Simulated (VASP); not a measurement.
Set up this calculation in VASP 6.6.1, as the native input.

```yaml
Task: single point
Functional: PBE
Potentials_or_basis: VASP PAW PBE potentials, release 64 (Te)
Cutoff: 520 eV
k_mesh: 18 × 18 × 10
Occupations: gaussian, width 0.1 eV
Spin: no spin polarisation
Dipole_correction: no
Further_INCAR_settings: ALGO = Normal; EDIFF = 1e-07; NBANDS = 13
```

The structure of Te lies in POSCAR:

```
Te
1.0
    3.4185232731      0.0000000000      0.0000000000
   -1.7092616365      2.9605279979      0.0000000000
    0.0000000000      0.0000000000      6.1494409838
Te
2
Direct
    0.0000000000      0.0000000000      0.7499927386
    0.0000000000      0.0000000000      0.2500072614
```

The input as run:

INCAR

```
SYSTEM = Te
  PREC = Accurate
  ENCUT = 520
  EDIFF = 1E-7
  ISMEAR = 0
  SIGMA = 0.1
  LREAL = .False.
  LASPH = .True.
  NELM = 100
  ALGO = Normal
  ISIF = 2
  LWAVE = .False.
  LCHARG = .True.
  GGA = PE
  LELF = .True.
  LVHAR = .True.
  NBANDS = 13
```

KPOINTS

```
regular mesh
0
Gamma
  18 18 10
  0 0 0
```

Potentials or basis: VASP PAW PBE potentials, release 64 (Te).

Run with:

```sh
$ cat potpaw_PBE.64/Te/POTCAR > POTCAR
$ mpirun -np 1 vasp_std > vasp.out
```

Results of the run:

```
Pressure               : -0.1 GPa
Band gap on the k mesh : zero (band 6 reaches 9.21 eV, above the bottom of band 7 at 4.13 eV)
```

Caveat: spin-orbit coupling is left out, which moves the levels of the heavy elements.

It took 53 s on 1 thread of Intel(R) Xeon(R) 6975P-C (Granite Rapids), with other jobs on the host, peak memory 0.29 GiB.
